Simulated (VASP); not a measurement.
# Ag (Im-3m) in VASP: notebook, part 2 of 2

VASP 6.6.1. The steps go on from the part before.

## 4. Single point, RPBE

This run uses another cell than the first one, of 18.90 Å³/atom, 0.893 times its volume.

The input, INCAR:

```
PREC     = Accurate       # precision mode
ENCUT    = 520            # plane-wave cutoff, eV
EDIFF    = 1E-6           # SCF threshold, eV
ISMEAR   = -1             # smearing method
SIGMA    = 0.1            # smearing width, eV
LREAL    = False          # projectors in reciprocal space
LASPH    = True           # aspherical terms in the spheres
NELM     = 60             # most SCF steps
ALGO     = Normal         # electronic algorithm
ISIF     = 2              # what is computed and relaxed
LWAVE    = False          # write WAVECAR
LCHARG   = False          # write CHGCAR
GGA      = RP             # functional
NBANDS   = 12             # bands
```

The input, KPOINTS:

```
regular mesh
0
Gamma
  22 22 22
```

The input, POSCAR:

```
Ag
1.0
   -1.6780449037      1.6780449037      1.6780449037
    1.6780449037     -1.6780449037      1.6780449037
    1.6780449037      1.6780449037     -1.6780449037
Ag
1
Direct
    0.0000000000      0.0000000000      0.0000000000
```

Potentials or basis: VASP PAW PBE potentials, release 64 (Ag).

Launch:

```
$ cat potpaw_PBE.64/Ag/POTCAR > POTCAR
$ mpirun -np 1 vasp_std > vasp.out
```

OUTCAR:

```text
PREC = Accurate
   ENCUT = 520
   EDIFF = 1E-6
   ISMEAR = -1
   LREAL = False
   LASPH = True
   NELM = 60
   ISIF = 2
   GGA = RP

 ion  position               nearest neighbor table
   1  0.000  0.000  0.000-

  LATTYP: Found a body centered cubic cell.
 ALAT       =     3.3560898074

  Lattice vectors:

 A1 = (  -1.6780449037,   1.6780449037,   1.6780449037)
 A2 = (   1.6780449037,  -1.6780449037,   1.6780449037)
 A3 = (   1.6780449037,   1.6780449037,  -1.6780449037)

Analysis of symmetry for initial positions (statically):
=====================================================================
 Subroutine PRICEL returns:
 Original cell was already a primitive cell.

 Routine SETGRP: Setting up the symmetry group for a
 body centered cubic supercell.

 Subroutine GETGRP returns: Found 48 space group operations
 (whereof 48 operations were pure point group operations)
 out of a pool of 48 trial point group operations.

The static configuration has the point symmetry O_h .

Analysis of symmetry for dynamics (positions and initial velocities):
=====================================================================
 Subroutine PRICEL returns:
 Original cell was already a primitive cell.

 Routine SETGRP: Setting up the symmetry group for a
 body centered cubic supercell.

 Subroutine GETGRP returns: Found 48 space group operations
 (whereof 48 operations were pure point group operations)
 out of a pool of 48 trial point group operations.

The dynamic configuration has the point symmetry O_h .

 Subroutine INISYM returns: Found 48 space group operations
 (whereof 48 operations are pure point group operations),
 and found     1 'primitive' translations

----------------------------------------------------------------------------------------

                                     Primitive cell

  volume of cell :      18.9004

  direct lattice vectors                    reciprocal lattice vectors
    -1.678044904  1.678044904  1.678044904     0.000000000  0.297965805  0.297965805
     1.678044904 -1.678044904  1.678044904     0.297965805  0.000000000  0.297965805
     1.678044904  1.678044904 -1.678044904     0.297965805  0.297965805  0.000000000

  length of vectors
     2.906459031  2.906459031  2.906459031     0.421387282  0.421387282  0.421387282

  position of ions in fractional coordinates (direct lattice)
     0.000000000  0.000000000  0.000000000

  ion indices of the primitive-cell ions
   primitive index   ion index
                 1           1

----------------------------------------------------------------------------------------

 KPOINTS: regular mesh

Automatic generation of k-mesh.
 Grid dimensions read from file:
 generate k-points for:   22   22   22

 Generating k-lattice:

  Cartesian coordinates                     Fractional coordinates (reciprocal lattice)
     0.000000000  0.013543900  0.013543900     0.045454545  0.000000000  0.000000000
     0.013543900  0.000000000  0.013543900     0.000000000  0.045454545  0.000000000
     0.013543900  0.013543900  0.000000000     0.000000000  0.000000000  0.045454545

  Length of vectors
     0.019153967  0.019153967  0.019153967

  Shift w.r.t. Gamma in fractional coordinates (k-lattice)
     0.000000000  0.000000000  0.000000000

 Subroutine IBZKPT returns following result:
 ===========================================

 Found    328 irreducible k-points:

 Following reciprocal coordinates:
            Coordinates               Weight
  0.000000  0.000000  0.000000      1.000000
  0.045455  0.000000  0.000000     12.000000
  0.090909  0.000000  0.000000     12.000000
  0.136364  0.000000  0.000000     12.000000
  0.181818  0.000000  0.000000     12.000000
  0.227273  0.000000  0.000000     12.000000
[... 16 lines left out ...]
  0.090909  0.090909  0.000000     24.000000
  0.136364  0.090909  0.000000     48.000000
 [... further k-points ...]
   k-points           NKPTS =    328   k-points in BZ     NKDIM =    328   number of bands    NBANDS=     12
   number of dos      NEDOS =    301   number of ions     NIONS =      1
   total plane-waves  NPLWV =  13824
   dimension x,y,z NGX =    24 NGY =   24 NGZ =   24
   dimension x,y,z NGXF=    48 NGYF=   48 NGZF=   48
   ions per type =               1
   NGX,Y,Z   is equivalent  to a cutoff of  13.73, 13.73, 13.73 a.u.
   NGXF,Y,Z  is equivalent  to a cutoff of  27.46, 27.46, 27.46 a.u.
 SYSTEM =  unknown system
   PREC   = accura    normal or accurate (medium, high low for compatibility)
   ISTART =      0    job   : 0-new  1-cont  2-samecut
   ICHARG =      2    charge: 1-file 2-atom 10-const
   ISPIN  =      1    spin polarized calculation?
   LNONCOLLINEAR =      F non collinear calculations
   LSORBIT =      F    spin-orbit coupling
   LASPH  =      T    aspherical Exc in radial PAW
   ENCUT  =  520.0 eV  38.22 Ry    6.18 a.u.   5.40  5.40  5.40*2*pi/ulx,y,z
   NELM   =     60;   NELMIN=  2; NELMDL= -5     # of ELM steps
   EDIFF  = 0.1E-05   stopping-criterion for ELM
   LREAL  =      F    real-space projection
   EDIFFG = 0.1E-04   stopping-criterion for IOM
   NSW    =      0    number of steps for IOM
   IBRION =     -1    ionic relax: 0-MD 1-quasi-New 2-CG
   NFREE  =      0    steps in history (QN), initial steepest desc. (CG)
   ISIF   =      2    stress and relaxation
   ISYM   =      2    0-nonsym 1-usesym 2-fastsym
   POTIM  = 0.5000    time-step for ionic-motion
   TEBEG  =    0.0;   TEEND  =   0.0 temperature during run
   PSTRESS=    0.0 pullay stress
   NELECT =      11.0000    total number of electrons
   NUPDOWN=      -1.0000    fix difference up-down
   EMIN   =  10.00;   EMAX   =-10.00  energy-range for DOS
   EFERMI =   0.00;   METHOD = LEGACY
   ISMEAR =    -1;   SIGMA  =   0.10  broadening in eV -4-tet -1-fermi 0-gaus
   EFERMI_NEDOS =   21; number of points for ismear=-14 and -15
   IALGO  =     38    algorithm
   IMIX   =      4    mixing-type and parameters
     AMIX     =   0.40;   BMIX     =  1.00
     AMIX_MAG =   1.60;   BMIX_MAG =  1.00
  volume/ion in A,a.u.               =      18.90       127.55
  Fermi-wavevector in a.u.,A,eV,Ry     =   1.366833  2.582940 25.418849  1.868233
  Thomas-Fermi vector in A             =   2.492939
   LORBIT       =      0    0 simple, 1 ext, 2 COOP (PROOUT), +10 PAW based schemes
   GGA     = RP    functional components
   LHFCALC =     F    Hartree Fock is set to
   AEXX    =    0.0000 exact exchange contribution
   IVDW    =     0    specifies the selected vdW correction
   LEPSILON=     F    determine dielectric tensor
   LRPA    =     F    only Hartree local field effects (RPA)
 non-spin polarized calculation
  energy-cutoff  :      520.00
  volume of cell :       18.90
 maximum number of plane-waves:       531
 NGX is ok and might be reduce to    24
   NGX = 11   NGY = 11   NGZ = 11

 number of electron      10.9999997 magnetization

 Free energy of the ion-electron system (eV)
  ---------------------------------------------------
  ext. energy  EPLUGINS =         0.00000000
  ---------------------------------------------------
  free energy    TOTEN  =        -2.17623707 eV

  energy without entropy =       -2.16571719  energy(sigma->0) =       -2.17097713

 E-fermi :   7.2789     XC(G=0): -11.4620

 val. band max:        7.2492858203   @ k =   0.3636   0.0909   0.0455
 cond. band min:       7.3128107894   @ k =  -0.4091   0.4545   0.0909
 fundamental gap:      0.0635249691
 Fermi energy:         7.2789043472

 k-point     1 :       0.0000    0.0000    0.0000
  band No.  band energies     occupation
      1       0.2267      2.00000
      2       2.6478      2.00000
      3       2.6478      2.00000
      4       2.6478      2.00000
      5       3.7635      2.00000
      6       3.7635      2.00000
      7      24.8093      0.00000
      8      24.8093      0.00000
      9      24.8093      0.00000
     10      29.6846      0.00000
     11      29.6846      0.00000
     12      29.6846      0.00000
[... 331 lines left out ...]
 k-point    24 :       0.1364    0.0909    0.0000
  band No.  band energies     occupation
      1       1.2793      2.00000
      2       2.4795      2.00000
      3       2.6037      2.00000
      4       3.3319      2.00000
      5       3.5715      2.00000
      6       3.8188      2.00000
      7      21.2419      0.00000
      8      22.2227      0.00000
      9      24.5410      0.00000
     10      25.4711      0.00000
     11      27.7951      0.00000
     12      28.6694      0.00000

 [... further k-points ...]

------------------------ aborting loop because EDIFF is reached ----------------------------------------

  FORCE on cell =-STRESS in cart. coord.  units (eV):
  Direction    XX          YY          ZZ          XY          YZ          ZX
  --------------------------------------------------------------------------------------
  -------------------------------------------------------------------------------------
  Total       -0.0258343     -0.0258343     -0.0258343     -0.0000000     -0.0000000      0.0000000
  in kB       -2.1899583     -2.1899583     -2.1899583     -0.0000000     -0.0000000      0.0000000
  external PRESSURE =      -2.1899583 kB  Pullay stress =       0.0000000 kB

 VOLUME and BASIS-vectors are now :
 -----------------------------------------------------------------------------
  energy-cutoff  :      520.00
  volume of cell :       18.90
      direct lattice vectors                 reciprocal lattice vectors
    -1.678044904  1.678044904  1.678044904     0.000000000  0.297965805  0.297965805
     1.678044904 -1.678044904  1.678044904     0.297965805  0.000000000  0.297965805
     1.678044904  1.678044904 -1.678044904     0.297965805  0.297965805  0.000000000

 POSITION                                       TOTAL-FORCE (eV/Angst)
 -----------------------------------------------------------------------------------
      0.00000      0.00000      0.00000        -0.000000      0.000000      0.000000
 -----------------------------------------------------------------------------------
    total drift:                                0.000000      0.000000     -0.000000

  FREE ENERGIE OF THE ION-ELECTRON SYSTEM (eV)
  ---------------------------------------------------
  free  energy   TOTEN  =        -2.1762370696 eV

  energy  without entropy=       -2.1657171932  energy(sigma->0) =       -2.17097713
```

Wall time 82 s (1 thread of Intel Xeon 8259CL, shared host); peak memory 0.2 GiB.

What came out:

```yaml
Free_energy: -2.1762 eV
Pressure: -0.2 GPa
```

Caveat: the PAW data sets were made with another functional, which shifts forces and pressure a little.

## 5. Summary

| task | cell | k mesh | cutoff (eV) | gap on the mesh (eV) | pressure (GPa) |
| --- | --- | --- | --- | --- | --- |
| single point | a = 3.018 Å, angles 109.5°, 1 atom | 15 × 15 × 15 | 520 | none | -6.0 |
| relaxation of cell and atoms | relaxed from a = 2.809 Å, angles 109.5°, 1 atom | 14 × 14 × 14 | 600 | none | 0.0 |
| single point | a = 2.906 Å, angles 109.5°, 1 atom | 22 × 22 × 22 | 520 | none | -0.2 |

Alike in all rows: level RPBE; potentials or basis VASP PAW PBE potentials, release 64 (Ag); no spin polarisation; smearing fermi-dirac 0.1 eV.

Caveats: the PAW data sets were made with another functional, which shifts forces and pressure a little.

Total energies depend on the potentials used, so only differences within one code and one set of settings carry meaning.
